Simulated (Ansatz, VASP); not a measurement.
One calculation of NaPt2BrO2, two programs

```
Na Pt Br O
1.0
     3.48628    0.00000    0.00000
    -1.74314    3.01921    0.00000
     0.00000    0.00000    8.48977
Na Pt Br O
1 2 1 2
Direct
  0.00000 0.00000 0.50000
  0.66667 0.33333 0.78895
  0.33333 0.66667 0.21105
  0.00000 0.00000 0.00000
  0.66667 0.33333 0.32231
  0.33333 0.66667 0.67769
```

Change from the starting cell: species swapped into the SrEuP2Pt2 type (P-3m1, No. 164).

Alike in both runs: functional PBE; k mesh 4 × 4 × 2; occupations gaussian, width 0.15 eV; no spin polarisation.

Ansatz relaxed the structure, and its values are those at the end. VASP's run is a single point on that final structure, the one shown.

```csv
,VASP,Ansatz
version,VASP 6.6.1,Ansatz 0.2.0
potentials or method,"VASP PAW PBE potentials, release 64 (Na_pv, Pt, Br, O), cutoff 600 eV","scalar-relativistic, plane waves, PAW"
valence electrons in the cell,46,64
```

```csv
,VASP,Ansatz,Ansatz less VASP
gap on the k mesh at the Fermi level (eV),none,none,-
pressure (GPa),0.1,0.2,+0.08
rms of the force components (eV/Å),0.008,0.005,-0.0029
```

A gap of «none» marks a metal or a gap that the smearing closes. VASP's potentials hold 46 valence electrons a cell and Ansatz's 64, so a difference there can come from the potentials and not from the codes.

The k mesh is coarse, so the values compare programs but aren't converged. Neither program's run includes spin-orbit coupling.
